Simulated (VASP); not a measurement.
## Ge: single point with LDA

The system is Ge.

```
Ge
1.0
     5.00210    2.88796    1.70373
    -5.00210    2.88796    1.70373
     0.00000   -5.77593    1.70373
Ge
8
Direct
  0.71604 0.71604 0.71604
  0.28396 0.28396 0.28396
  0.02894 0.72536 0.53229
  0.53229 0.02894 0.72536
  0.72536 0.53229 0.02894
  0.97106 0.27464 0.46771
  0.46771 0.97106 0.27464
  0.27464 0.46771 0.97106
```

| Property | Result |
| --- | --- |
| Program | VASP 6.6.1 |
| Task | single point |
| Functional | LDA |
| Potentials or basis | VASP PAW LDA potentials, release 64 (Ge_d) |
| Cutoff | 520 eV |
| k mesh | 9 × 9 × 9 |
| Occupations | gaussian, width 0.15 eV |
| Spin | no spin polarisation |
| Dipole correction | no |
| Further INCAR settings | ALGO = Fast; EDIFF = 1e-07; NBANDS = 66 |

| Item | Value |
| --- | --- |
| Pressure | 10.4 GPa |
| Largest force | 3.105 eV/Å |
| Band gap on the k mesh | zero (bands 56 and 57 overlap by 0.47 eV) |

Forces in eV/Å, atoms in the order of the input:
```
Ge   0.000  0.000  3.105
Ge   0.000  0.000 -3.105
Ge  -0.146 -1.262  0.101
Ge   1.166  0.504  0.101
Ge  -1.020  0.758  0.101
Ge   0.146  1.262 -0.101
Ge  -1.166 -0.504 -0.101
Ge   1.020 -0.758 -0.101
```

Stress tensor (GPa, compression positive):
```
 2.54  0.00  0.00
 0.00  2.54  0.00
 0.00  0.00 26.11
```

Levels at points of the mesh, in eV from the Fermi level:
```tsv
k point	band 53	band 54	band 55	band 56	band 57	band 58	band 59	band 60
(0.00, 0.00, 0.00)	-3.83	-0.97	-0.97	-0.74	1.97	2.20	2.20	3.31
```

Run time: 70 min on 1 thread of Oxide Virtual Turin-like Processor, with other jobs on the host, peak memory 0.77 GiB.

Caveat: the stress differs along the axes, from 3 to 26 GPa; semilocal functionals underestimate gaps, and a narrow one can read as zero; forces of over 1 eV/Å act on the atoms, so gaps and moduli don't describe the material at rest.
